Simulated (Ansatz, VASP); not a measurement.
## One calculation of Rb, two programs

INCAR

```
PREC = Accurate
ENCUT = 520
EDIFF = 1E-6
ISMEAR = -1
SIGMA = 0.1
LREAL = F
LASPH = T
NELM = 100
ALGO = Normal
ISIF = 2
LWAVE = F
LCHARG = F
GGA = PS
NBANDS = 16
```

Contents of KPOINTS:

```
regular mesh
0
Gamma
  6 6 6
```

The input POSCAR:

```
Rb
1.0
    0.0000000000      5.2057640804      5.2057640804
    5.2057640804      0.0000000000      5.2057640804
    5.2057640804      5.2057640804      0.0000000000
Rb
2
Direct
    0.1250000000      0.1250000000      0.1250000000
    0.8750000000      0.8750000000      0.8750000000
```

Input for Ansatz:

```yaml
crystal:
  lattice:
    - [0.0, 5.2057640804, 5.2057640804]
    - [5.2057640804, 0.0, 5.2057640804]
    - [5.2057640804, 5.2057640804, 0.0]
  atoms:
    - { symbol: Rb, position: [0.125, 0.125, 0.125] }
    - { symbol: Rb, position: [0.875, 0.875, 0.875] }
hamiltonian:
  xc: pbesol
  pseudopotentials:
    kind: paw
    azcp:
      Rb: "pseudopotentials/Rb.paw.azcp"
basis:
  ecutwfc: 420
  fft_grid_basis: typed
kpoints:
  mp_grid: { grid: [6, 6, 6], shift: [0, 0, 0] }
magnetization:
  spin_polarized: false
scf:
  occupations: { method: fermi_dirac, width: 0.1 }
  lower_state_search: "off"
output:
  stress: true
```

Alike in both runs: task single point; functional PBEsol; k mesh 6 × 6 × 6; occupations fermi-dirac, width 0.1 eV; no spin polarisation.

|  | VASP | Ansatz |
| --- | --- | --- |
| version | VASP 6.6.1 | Ansatz 0.2.0 |
| potentials or method | VASP PAW PBE potentials, release 64 (Rb_sv), cutoff 520 eV | plane waves (420 eV) with PAW, scalar-relativistic |
| valence electrons in the cell | 18 | 18 |

```tsv
	VASP	Ansatz	Ansatz less VASP
pressure (GPa)	-0.1	-0.1	0.00
```

VASP's potentials were made for PBE, not for PBEsol, and Ansatz warns of the same on its side. The functional is the same, so the differences come from potentials, cutoffs and numerics.
